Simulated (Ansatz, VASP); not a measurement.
# One calculation of SnBi3O, two programs

File INCAR:

```
SYSTEM = SnBi3O
ALGO     = Fast           ! electronic algorithm
EDIFF    = 1E-6           ! SCF threshold, eV
ENCUT    = 520            ! plane-wave cutoff, eV
GGA      = PE             ! functional
ISIF     = 2              ! what is computed and relaxed
ISMEAR   = 0              ! smearing method
LASPH    = .True.         ! aspherical terms in the spheres
LCHARG   = .False.        ! write CHGCAR
LREAL    = .False.        ! projectors in reciprocal space
LWAVE    = .False.        ! write WAVECAR
NBANDS   = 40             ! bands
NELM     = 80             ! most SCF steps
PREC     = Accurate       ! precision mode
SIGMA    = 0.1            ! smearing width, eV
```

KPOINTS

```
k-points
0
Gamma
  4 4 4
  0 0 0
```

The input POSCAR:

```
SnBi3O
1.0
    5.2063695500      0.0000000000      0.0000000000
    0.0000000000      5.2063695500      0.0000000000
    0.0000000000      0.0000000000      5.2063695500
Sn Bi O
1 3 1
Direct
    0.0000000000      0.0000000000      0.0000000000
    0.5000000000      0.5000000000      0.0000000000
    0.0000000000      0.5000000000      0.5000000000
    0.5000000000      0.0000000000      0.5000000000
    0.5000000000      0.5000000000      0.5000000000
```

Input for Ansatz:

```yaml
crystal:
  lattice:
    - [5.20636955, 0.0, 0.0]
    - [0.0, 5.20636955, 0.0]
    - [0.0, 0.0, 5.20636955]
  atoms:
    - { symbol: Sn, position: [0.0, 0.0, 0.0] }
    - { symbol: Bi, position: [0.5, 0.5, 0.0] }
    - { symbol: Bi, position: [0.0, 0.5, 0.5] }
    - { symbol: Bi, position: [0.5, 0.0, 0.5] }
    - { symbol: O, position: [0.5, 0.5, 0.5] }
basis:
  ecutwfc: 420
kpoints:
  mp_grid: { grid: [4, 4, 4] }
hamiltonian:
  xc: pbe
scf:
  occupations: { method: gaussian, width: 0.1 }
  lower_state_search: "off"
output:
  forces: true
  stress: true
  eigenvalues: true
```

Change from the starting cell: species swapped into the Sr3BiN type (Pm-3m, No. 221).

Alike in both runs: task single point; functional PBE; k mesh 4 × 4 × 4; occupations gaussian, width 0.1 eV; no spin polarisation.

|  | VASP | Ansatz |
| --- | --- | --- |
| version | VASP 6.6.1 | Ansatz 0.2.0 |
| potentials or method | VASP PAW PBE potentials, release 64 (Sn_d, Bi_d, O), cutoff 520 eV | scalar-relativistic, plane waves, PAW |
| valence electrons in the cell | 65 | 65 |

|  | VASP | Ansatz | Ansatz less VASP |
| --- | --- | --- | --- |
| gap on the k mesh at the Fermi level (eV) | none | none | - |
| pressure (GPa) | -4.5 | -4.5 | +0.04 |

A gap of «none» marks a metal or a gap that the smearing closes. The functional is the same, so the differences come from potentials, cutoffs and numerics.

Spin-orbit coupling is off throughout.
